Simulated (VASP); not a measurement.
# CuO (Fm-3m) in VASP: notebook, part 2 of 2

VASP 6.6.1. The steps go on from the part before.

## Step 3: Single point, PBE (strained)

INCAR

```
SYSTEM = CuO
PREC = Accurate ; ENCUT = 520
EDIFF = 1E-7 ; ISMEAR = 0
SIGMA = 0.1 ; LREAL = .False.
LASPH = .True. ; NELM = 100
ALGO = Normal ; ISIF = 2
LWAVE = .False. ; LCHARG = .True.
GGA = PE ; LELF = .True.
LVHAR = .True. ; NBANDS = 16
```

KPOINTS

```
Automatic mesh
0
Gamma
  18 18 18
  0 0 0
```

POSCAR

```
CuO
1.0
    0.0000000000      2.1174701208      2.1174701208
    2.1174701208      0.0000000000      2.1174701208
    2.1174701208      2.1174701208      0.0000000000
Cu O
1 1
Direct
    0.0000000000      0.0000000000      0.0000000000
    0.5000000000      0.5000000000      0.5000000000
```

Potentials or basis: VASP PAW PBE potentials, release 64 (Cu, O).

Run with:

```
> cat potpaw_PBE.64/Cu/POTCAR potpaw_PBE.64/O/POTCAR > POTCAR
> mpirun -np 1 vasp_std > vasp.out
```

OUTCAR:

```text
SYSTEM = CuO
   PREC = Accurate
   ENCUT = 520
   EDIFF = 1E-7
   ISMEAR = 0
   LREAL = .False.
   LASPH = .True.
   NELM = 100
   ISIF = 2
   GGA = PE

 ion  position               nearest neighbor table
   1  0.000  0.000  0.000-   2 2.12   2 2.12   2 2.12   2 2.12   2 2.12   2 2.12
   2  0.500  0.500  0.500-   1 2.12   1 2.12   1 2.12   1 2.12   1 2.12   1 2.12

  LATTYP: Found a face centered cubic cell.
 ALAT       =     4.2349402416

  Lattice vectors:

 A1 = (   0.0000000000,   2.1174701208,   2.1174701208)
 A2 = (   2.1174701208,   0.0000000000,   2.1174701208)
 A3 = (   2.1174701208,   2.1174701208,   0.0000000000)

Analysis of symmetry for initial positions (statically):
=====================================================================
 Subroutine PRICEL returns:
 Original cell was already a primitive cell.

 Routine SETGRP: Setting up the symmetry group for a
 face centered cubic supercell.

 Subroutine GETGRP returns: Found 48 space group operations
 (whereof 48 operations were pure point group operations)
 out of a pool of 48 trial point group operations.

The static configuration has the point symmetry O_h .

Analysis of symmetry for dynamics (positions and initial velocities):
=====================================================================
 Subroutine PRICEL returns:
 Original cell was already a primitive cell.

 Routine SETGRP: Setting up the symmetry group for a
 face centered cubic supercell.

 Subroutine GETGRP returns: Found 48 space group operations
 (whereof 48 operations were pure point group operations)
 out of a pool of 48 trial point group operations.

The dynamic configuration has the point symmetry O_h .

 Subroutine INISYM returns: Found 48 space group operations
 (whereof 48 operations are pure point group operations),
 and found     1 'primitive' translations

----------------------------------------------------------------------------------------

                                     Primitive cell

  volume of cell :      18.9881

  direct lattice vectors                    reciprocal lattice vectors
     0.000000000  2.117470121  2.117470121    -0.236130841  0.236130841  0.236130841
     2.117470121  0.000000000  2.117470121     0.236130841 -0.236130841  0.236130841
     2.117470121  2.117470121  0.000000000     0.236130841  0.236130841 -0.236130841

  length of vectors
     2.994554963  2.994554963  2.994554963     0.408990614  0.408990614  0.408990614

  position of ions in fractional coordinates (direct lattice)
     0.000000000  0.000000000  0.000000000
     0.500000000  0.500000000  0.500000000

  ion indices of the primitive-cell ions
   primitive index   ion index
                 1           1
                 2           2

----------------------------------------------------------------------------------------

 KPOINTS: Automatic mesh

Automatic generation of k-mesh.
 Grid dimensions read from file:
 generate k-points for:   18   18   18

 Generating k-lattice:

  Cartesian coordinates                     Fractional coordinates (reciprocal lattice)
    -0.013118380  0.013118380  0.013118380     0.055555556  0.000000000  0.000000000
     0.013118380 -0.013118380  0.013118380     0.000000000  0.055555556  0.000000000
     0.013118380  0.013118380 -0.013118380     0.000000000  0.000000000  0.055555556

  Length of vectors
     0.022721701  0.022721701  0.022721701

  Shift w.r.t. Gamma in fractional coordinates (k-lattice)
     0.000000000  0.000000000  0.000000000

 Subroutine IBZKPT returns following result:
 ===========================================

 Found    195 irreducible k-points:

 Following reciprocal coordinates:
            Coordinates               Weight
  0.000000  0.000000  0.000000      1.000000
  0.055556  0.000000  0.000000      8.000000
  0.111111  0.000000  0.000000      8.000000
  0.166667  0.000000  0.000000      8.000000
  0.222222  0.000000  0.000000      8.000000
  0.277778  0.000000  0.000000      8.000000
[... 16 lines left out ...]
 -0.277778  0.055556  0.000000     24.000000
 -0.222222  0.055556  0.000000     24.000000
 [... further k-points ...]
   k-points           NKPTS =    195   k-points in BZ     NKDIM =    195   number of bands    NBANDS=     16
   number of dos      NEDOS =    301   number of ions     NIONS =      2
   total plane-waves  NPLWV =  13824
   dimension x,y,z NGX =    24 NGY =   24 NGZ =   24
   dimension x,y,z NGXF=    48 NGYF=   48 NGZF=   48
   ions per type =               1   1
   NGX,Y,Z   is equivalent  to a cutoff of  13.32, 13.32, 13.32 a.u.
   NGXF,Y,Z  is equivalent  to a cutoff of  26.65, 26.65, 26.65 a.u.
 SYSTEM =  CuO
   PREC   = accura    normal or accurate (medium, high low for compatibility)
   ISTART =      0    job   : 0-new  1-cont  2-samecut
   ICHARG =      2    charge: 1-file 2-atom 10-const
   ISPIN  =      1    spin polarized calculation?
   LNONCOLLINEAR =      F non collinear calculations
   LSORBIT =      F    spin-orbit coupling
   LASPH  =      T    aspherical Exc in radial PAW
   ENCUT  =  520.0 eV  38.22 Ry    6.18 a.u.   5.57  5.57  5.57*2*pi/ulx,y,z
   NELM   =    100;   NELMIN=  2; NELMDL= -5     # of ELM steps
   EDIFF  = 0.1E-06   stopping-criterion for ELM
   LREAL  =      F    real-space projection
   EDIFFG = 0.1E-05   stopping-criterion for IOM
   NSW    =      0    number of steps for IOM
   IBRION =     -1    ionic relax: 0-MD 1-quasi-New 2-CG
   NFREE  =      0    steps in history (QN), initial steepest desc. (CG)
   ISIF   =      2    stress and relaxation
   ISYM   =      2    0-nonsym 1-usesym 2-fastsym
   POTIM  = 0.5000    time-step for ionic-motion
   TEBEG  =    0.0;   TEEND  =   0.0 temperature during run
   PSTRESS=    0.0 pullay stress
   NELECT =      17.0000    total number of electrons
   NUPDOWN=      -1.0000    fix difference up-down
   EMIN   =  10.00;   EMAX   =-10.00  energy-range for DOS
   EFERMI =   0.00;   METHOD = LEGACY
   ISMEAR =     0;   SIGMA  =   0.10  broadening in eV -4-tet -1-fermi 0-gaus
   EFERMI_NEDOS =   21; number of points for ismear=-14 and -15
   IALGO  =     38    algorithm
   IMIX   =      4    mixing-type and parameters
     AMIX     =   0.40;   BMIX     =  1.00
     AMIX_MAG =   1.60;   BMIX_MAG =  1.00
  volume/ion in A,a.u.               =       9.49        64.07
  Fermi-wavevector in a.u.,A,eV,Ry     =   1.577843  2.981691 33.872918  2.489589
  Thomas-Fermi vector in A             =   2.678464
   LORBIT       =      0    0 simple, 1 ext, 2 COOP (PROOUT), +10 PAW based schemes
   GGA     = PE    functional components
   LHFCALC =     F    Hartree Fock is set to
   AEXX    =    0.0000 exact exchange contribution
   IVDW    =     0    specifies the selected vdW correction
   LEPSILON=     F    determine dielectric tensor
   LRPA    =     F    only Hartree local field effects (RPA)
 non-spin polarized calculation
 Gauss-broadening in eV      SIGMA  =   0.10
  energy-cutoff  :      520.00
  volume of cell :       18.99
 maximum number of plane-waves:       532
   NGX = 11   NGY = 11   NGZ = 11

 number of electron      17.0000008 magnetization

 Free energy of the ion-electron system (eV)
  ---------------------------------------------------
  ext. energy  EPLUGINS =         0.00000000
  ---------------------------------------------------
  free energy    TOTEN  =        -9.53573525 eV

  energy without entropy =       -9.52674183  energy(sigma->0) =       -9.53123854

 E-fermi :   6.1902     XC(G=0): -12.4163

 val. band max:        6.1772830333   @ k =   0.5000   0.2778   0.1111
 cond. band min:       6.1979613419   @ k =  -0.3889   0.2778   0.1111
 fundamental gap:      0.0206783086
 Fermi energy:         6.1902132530

 k-point     1 :       0.0000    0.0000    0.0000
  band No.  band energies     occupation
      1     -13.3521      2.00000
      2       3.7355      2.00000
      3       3.7355      2.00000
      4       3.7355      2.00000
      5       3.8382      2.00000
      6       3.8382      2.00000
[... 8 lines left out ...]
     15      27.4227      0.00000
     16      27.4227      0.00000

 k-point     2 :       0.0556    0.0000    0.0000
  band No.  band energies     occupation
      1     -13.3191      2.00000
      2       3.3405      2.00000
      3       3.4125      2.00000
      4       3.4125      2.00000
      5       3.7834      2.00000
      6       3.7834      2.00000
[... 8 lines left out ...]
     15      27.2359      0.00000
     16      27.2359      0.00000
[... 387 lines left out ...]
      5       4.0906      2.00000
      6       4.1749      2.00000
[... 8 lines left out ...]
     15      27.8015      0.00000
     16      29.5294      0.00000

 k-point    24 :      -0.2222    0.0556    0.0000
  band No.  band energies     occupation
      1     -12.7805      2.00000
      2       0.7623      2.00000
      3       1.9658      2.00000
      4       2.1603      2.00000
      5       3.9863      2.00000
      6       4.0860      2.00000
[... 8 lines left out ...]
     15      26.9662      0.00000
     16      28.9092      0.00000

 [... further k-points ...]
[... 5 lines left out ...]
  --------------------------------------------------------------------------------------
  -------------------------------------------------------------------------------------
  Total        0.1759330      0.1759330      0.1759330      0.0000000      0.0000000      0.0000000
  in kB       14.8448547     14.8448547     14.8448547      0.0000000      0.0000000      0.0000000
  external PRESSURE =      14.8448547 kB  Pullay stress =       0.0000000 kB

 VOLUME and BASIS-vectors are now :
 -----------------------------------------------------------------------------
  energy-cutoff  :      520.00
  volume of cell :       18.99
      direct lattice vectors                 reciprocal lattice vectors
     0.000000000  2.117470121  2.117470121    -0.236130841  0.236130841  0.236130841
     2.117470121  0.000000000  2.117470121     0.236130841 -0.236130841  0.236130841
     2.117470121  2.117470121  0.000000000     0.236130841  0.236130841 -0.236130841

 POSITION                                       TOTAL-FORCE (eV/Angst)
 -----------------------------------------------------------------------------------
      0.00000      0.00000      0.00000        -0.000000     -0.000000     -0.000000
      2.11747      2.11747      2.11747         0.000000      0.000000      0.000000
 -----------------------------------------------------------------------------------
    total drift:                                0.000000     -0.000000     -0.000000

  FREE ENERGIE OF THE ION-ELECTRON SYSTEM (eV)
  ---------------------------------------------------
  free  energy   TOTEN  =        -9.5357352491 eV

  energy  without entropy=       -9.5267418307  energy(sigma->0) =       -9.53123854
```

stdout:

```text
POSCAR found type information on POSCAR CuO
 POSCAR found :  2 types and       2 ions
 scaLAPACK will be used
 LDA part: xc-table for (Slater+PW92), standard interpolation
 POSCAR, INCAR and KPOINTS ok, starting setup
 FFT: planning ... GRIDC
 FFT: planning ... GRID_SOFT
 FFT: planning ... GRID
 WAVECAR not read
 entering main loop
```

Wall time 32 s (1 thread of Intel Xeon Platinum 8488C (Sapphire Rapids), shared host); peak memory 0.18 GiB.

Results:

| Property | Result |
| --- | --- |
| Free energy | -9.5357 eV |
| Pressure | 1.5 GPa |

Caveat: the cell differs from its parent crystal (strained); an odd number of electrons without spin polarisation forces a metal; a magnetic or distorted state may lie lower; semilocal functionals often make such compounds metallic where correlation or magnetic order opens a gap, which also shifts bond lengths.

## Step 4: Single point, PBE (strained)

INCAR

```
  ALGO = Normal
  EDIFF = 1E-6
  ENCUT = 520
  GGA = PE
  ISIF = 2
  ISMEAR = 0
  LASPH = T
  LCHARG = T
  LELF = T
  LREAL = F
  LVHAR = T
  LWAVE = F
  NBANDS = 16
  NELM = 80
  PREC = Accurate
  SIGMA = 0.1
```

KPOINTS

```
k-points
0
Gamma
  18 18 18
```

POSCAR

```
CuO
1.0
    0.0000000000      2.1447525792      2.1447525792
    2.1447525792      0.0000000000      2.1447525792
    2.1447525792      2.1447525792      0.0000000000
Cu O
1 1
Direct
    0.0000000000      0.0000000000      0.0000000000
    0.5000000000      0.5000000000      0.5000000000
```

Potentials or basis: VASP PAW PBE potentials, release 64 (Cu, O).

Run with:

```
> cat potpaw_PBE.64/Cu/POTCAR potpaw_PBE.64/O/POTCAR > POTCAR
> mpirun -np 1 vasp_std > vasp.out
```

OUTCAR:

```text
EDIFF = 1E-6
   ENCUT = 520
   GGA = PE
   ISIF = 2
   ISMEAR = 0
   LASPH = T
   LREAL = F
   NELM = 80
   PREC = Accurate

 ion  position               nearest neighbor table
   1  0.000  0.000  0.000-   2 2.14   2 2.14   2 2.14   2 2.14   2 2.14   2 2.14
   2  0.500  0.500  0.500-   1 2.14   1 2.14   1 2.14   1 2.14   1 2.14   1 2.14

  LATTYP: Found a face centered cubic cell.
 ALAT       =     4.2895051584

  Lattice vectors:

 A1 = (   0.0000000000,   2.1447525792,   2.1447525792)
 A2 = (   2.1447525792,   0.0000000000,   2.1447525792)
 A3 = (   2.1447525792,   2.1447525792,   0.0000000000)

Analysis of symmetry for initial positions (statically):
=====================================================================
 Subroutine PRICEL returns:
 Original cell was already a primitive cell.

 Routine SETGRP: Setting up the symmetry group for a
 face centered cubic supercell.

 Subroutine GETGRP returns: Found 48 space group operations
 (whereof 48 operations were pure point group operations)
 out of a pool of 48 trial point group operations.

The static configuration has the point symmetry O_h .

Analysis of symmetry for dynamics (positions and initial velocities):
=====================================================================
 Subroutine PRICEL returns:
 Original cell was already a primitive cell.

 Routine SETGRP: Setting up the symmetry group for a
 face centered cubic supercell.

 Subroutine GETGRP returns: Found 48 space group operations
 (whereof 48 operations were pure point group operations)
 out of a pool of 48 trial point group operations.

The dynamic configuration has the point symmetry O_h .

 Subroutine INISYM returns: Found 48 space group operations
 (whereof 48 operations are pure point group operations),
 and found     1 'primitive' translations

----------------------------------------------------------------------------------------

                                     Primitive cell

  volume of cell :      19.7316

[... 102 lines left out ...]
   EFERMI =   0.00;   METHOD = LEGACY
   ISMEAR =     0;   SIGMA  =   0.10  broadening in eV -4-tet -1-fermi 0-gaus
   EFERMI_NEDOS =   21; number of points for ismear=-14 and -15
   IALGO  =     38    algorithm
   IMIX   =      4    mixing-type and parameters
     AMIX     =   0.40;   BMIX     =  1.00
     AMIX_MAG =   1.60;   BMIX_MAG =  1.00
  volume/ion in A,a.u.               =       9.87        66.58
  Fermi-wavevector in a.u.,A,eV,Ry     =   1.557772  2.943763 33.016634  2.426654
  Thomas-Fermi vector in A             =   2.661374
   LORBIT       =      0    0 simple, 1 ext, 2 COOP (PROOUT), +10 PAW based schemes
   GGA     = PE    functional components
   LHFCALC =     F    Hartree Fock is set to
   AEXX    =    0.0000 exact exchange contribution
   IVDW    =     0    specifies the selected vdW correction
   LEPSILON=     F    determine dielectric tensor
   LRPA    =     F    only Hartree local field effects (RPA)
 non-spin polarized calculation
 Gauss-broadening in eV      SIGMA  =   0.10
  energy-cutoff  :      520.00
  volume of cell :       19.73
 maximum number of plane-waves:       544
   NGX = 11   NGY = 11   NGZ = 11

 number of electron      17.0000013 magnetization

 Free energy of the ion-electron system (eV)
  ---------------------------------------------------
  ext. energy  EPLUGINS =         0.00000000
  ---------------------------------------------------
  free energy    TOTEN  =        -9.52816403 eV

  energy without entropy =       -9.51892791  energy(sigma->0) =       -9.52354597

 E-fermi :   5.6625     XC(G=0): -12.1941

 val. band max:        5.6616343586   @ k =   0.4444   0.1667   0.0000
 cond. band min:       5.6725765210   @ k =  -0.3889   0.2778   0.1111
 fundamental gap:      0.0109421624
 Fermi energy:         5.6624600155

 k-point     1 :       0.0000    0.0000    0.0000
  band No.  band energies     occupation
      1     -13.5311      2.00000
      2       3.3357      2.00000
      3       3.3357      2.00000
      4       3.3357      2.00000
      5       3.4623      2.00000
      6       3.4623      2.00000
[... 433 lines left out ...]
      3       1.6649      2.00000
      4       1.8538      2.00000
      5       3.5682      2.00000
      6       3.6600      2.00000
[... 8 lines left out ...]
     15      26.1353      0.00000
     16      27.9956      0.00000

 [... further k-points ...]
[... 5 lines left out ...]
  --------------------------------------------------------------------------------------
  -------------------------------------------------------------------------------------
  Total       -0.6231144     -0.6231144     -0.6231144      0.0000000     -0.0000000      0.0000000
  in kB      -50.5960729    -50.5960729    -50.5960729      0.0000000     -0.0000000      0.0000000
  external PRESSURE =     -50.5960729 kB  Pullay stress =       0.0000000 kB

 VOLUME and BASIS-vectors are now :
 -----------------------------------------------------------------------------
  energy-cutoff  :      520.00
  volume of cell :       19.73
      direct lattice vectors                 reciprocal lattice vectors
     0.000000000  2.144752579  2.144752579    -0.233127124  0.233127124  0.233127124
     2.144752579  0.000000000  2.144752579     0.233127124 -0.233127124  0.233127124
     2.144752579  2.144752579  0.000000000     0.233127124  0.233127124 -0.233127124

 POSITION                                       TOTAL-FORCE (eV/Angst)
 -----------------------------------------------------------------------------------
      0.00000      0.00000      0.00000        -0.000000     -0.000000     -0.000000
      2.14475      2.14475      2.14475         0.000000      0.000000      0.000000
 -----------------------------------------------------------------------------------
    total drift:                                0.000000     -0.000000     -0.000000

  FREE ENERGIE OF THE ION-ELECTRON SYSTEM (eV)
  ---------------------------------------------------
  free  energy   TOTEN  =        -9.5281640289 eV

  energy  without entropy=       -9.5189279065  energy(sigma->0) =       -9.52354597
```

stdout:

```text
POSCAR found type information on POSCAR CuO
 POSCAR found :  2 types and       2 ions
 scaLAPACK will be used
 LDA part: xc-table for (Slater+PW92), standard interpolation
 POSCAR, INCAR and KPOINTS ok, starting setup
 FFT: planning ... GRIDC
 FFT: planning ... GRID_SOFT
 FFT: planning ... GRID
 WAVECAR not read
 entering main loop
```

It took 33 s on 1 thread of Intel Xeon Platinum 8488C (Sapphire Rapids), shared host; peak memory 0.18 GiB.

Results:

| Property | Result |
| --- | --- |
| Free energy | -9.5282 eV |
| Pressure | -5.1 GPa |

Caveat: the cell differs from its parent crystal (strained); an odd number of electrons without spin polarisation forces a metal; a magnetic or distorted state may lie lower; semilocal functionals often make such compounds metallic where correlation or magnetic order opens a gap, which also shifts bond lengths.

## Step 5: Overview

```tsv
level	cell	gap on the mesh (eV)	pressure (GPa)
PBEsol	a = 2.988 Å, angles 60.0°, 2 atoms	none	-6.4
PBE	a = 2.995 Å, angles 60.0°, 2 atoms	none	1.5
PBE	a = 3.033 Å, angles 60.0°, 2 atoms	none	-5.1
```

Alike in all rows: task single point; potentials or basis VASP PAW PBE potentials, release 64 (Cu, O); no spin polarisation; k mesh 18 × 18 × 18; cutoff (eV) 520; smearing gaussian 0.1 eV.

Caveats: an odd number of electrons without spin polarisation forces a metal; a magnetic or distorted state may lie lower; semilocal functionals often make such compounds metallic where correlation or magnetic order opens a gap, which also shifts bond lengths; the PAW data sets were made with another functional, which shifts forces and pressure a little (some runs).

Total energies depend on the potentials used, so only differences within one code and one set of settings carry meaning.
